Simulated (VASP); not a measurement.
Sn: relaxation of cell and atoms with PBE

The system is Sn.

```xyz
4
Lattice="5.4537 0.0000 0.0000 0.0000 5.4537 0.0000 0.0000 0.0000 4.2105" Properties=species:S:1:pos:R:3 pbc="T T T"
Sn    1.8460    0.0000    3.1579
Sn    3.6077    0.0000    1.0526
Sn    0.0000    1.8460    0.0000
Sn    0.0000    3.6077    2.1052
```

The cell was built from a structure type or drawn by symmetry, and may not be a known phase.

```yaml
Program: VASP 6.6.1
Task: relaxation of cell and atoms
Functional: PBE
Potentials_or_basis: VASP PAW PBE potentials, release 64 (Sn_d)
Cutoff: 600 eV
k_mesh: 4 × 4 × 4
Occupations: gaussian, width 0.1 eV
Spin: no spin polarisation
Dipole_correction: no
Further_INCAR_settings: ALGO = Fast; EDIFF = 1e-07; IBRION = 2; EDIFFG = -0.04; NSW = 90; ISIF = 3
```

```json
{
  "Relaxed volume": "35.91 Å³/atom",
  "Relaxed cell": "a = 5.592 Å, b = 5.592 Å, c = 4.594 Å, α = 90.00°, β = 90.00°, γ = 90.00°",
  "Space group after relaxing (to 0.1 Å)": "P4_122 (No. 91)",
  "Energy gained by relaxing": "106.2 meV/atom",
  "Ionic steps": "7",
  "Pressure after relaxing": "0.0 GPa",
  "Largest force after relaxing": "0.004 eV/Å",
  "Band gap on the k mesh": "zero (bands 28 and 29 overlap by 0.35 eV)"
}
```

Forces on the atoms (eV/Å):
```
Sn  -0.004  0.000  0.000
Sn   0.004  0.000  0.000
Sn   0.000 -0.004  0.000
Sn   0.000  0.004  0.000
```

Stress tensor (GPa, compression positive):
```
-0.03  0.00  0.00
 0.00 -0.03  0.00
 0.00  0.00  0.18
```

Step by step:
| step | energy change (eV) | largest force (eV/Å) | pressure (GPa) | volume (Å³) |
| --- | --- | --- | --- | --- |
| 1 | 0.0000 | 0.1559 | 7.26 | 125.23 |
| 2 | -0.3636 | 0.1970 | -1.67 | 152.66 |
| 3 | -0.4107 | 0.1744 | -0.05 | 144.21 |
| 4 | -0.4106 | 0.1772 | -0.14 | 144.61 |
| 5 | -0.4173 | 0.1015 | -0.13 | 144.48 |
| 6 | -0.4229 | 0.0532 | -0.08 | 144.21 |
| 7 | -0.4247 | 0.0038 | 0.04 | 143.64 |

Final structure:
```
Sn
1.0
     5.59192    0.00000    0.00000
     0.00000    5.59192    0.00000
     0.00000    0.00000    4.59372
Sn
4
Direct
  0.34165 0.00000 0.75000
  0.65835 0.00000 0.25000
  0.00000 0.34165 0.00000
  0.00000 0.65835 0.50000
```

Levels at points of the mesh, in eV from the Fermi level:
| k point | band 24 | band 25 | band 26 | band 27 | band 28 | band 29 | band 30 | band 31 | band 32 | band 33 |
| --- | --- | --- | --- | --- | --- | --- | --- | --- | --- | --- |
| (0.00, 0.00, 0.00) | -5.58 | -2.28 | -1.24 | -1.24 | -0.12 | 0.58 | 0.58 | 2.61 | 2.61 | 2.90 |
| (0.50, 0.00, 0.00) | -4.80 | -2.17 | -1.80 | -0.92 | -0.83 | 0.04 | 1.09 | 1.97 | 3.21 | 3.86 |
| (0.50, 0.50, 0.00) | -3.62 | -1.76 | -0.96 | -0.78 | -0.28 | -0.28 | 0.83 | 2.30 | 2.30 | 3.18 |
| (0.00, 0.00, 0.50) | -5.52 | -2.37 | -2.37 | -2.01 | -2.01 | 0.57 | 0.57 | 2.08 | 2.08 | 3.78 |
| (0.50, 0.00, 0.50) | -6.52 | -2.23 | -2.23 | -1.44 | -1.44 | 0.16 | 0.16 | 1.82 | 1.82 | 4.74 |
| (0.50, 0.50, 0.50) | -6.76 | -3.93 | -3.93 | -1.60 | -1.60 | 3.01 | 3.01 | 3.35 | 3.35 | 4.45 |

Run time: 6.8 min on 1 thread of AMD EPYC 9R45 96-Core Processor (Zen 5), with other jobs on the host, peak memory 0.29 GiB.

Caveat: the k points lie up to 0.34 Å⁻¹ apart in the final cell; spin-orbit coupling is left out, which moves the levels of the heavy elements.
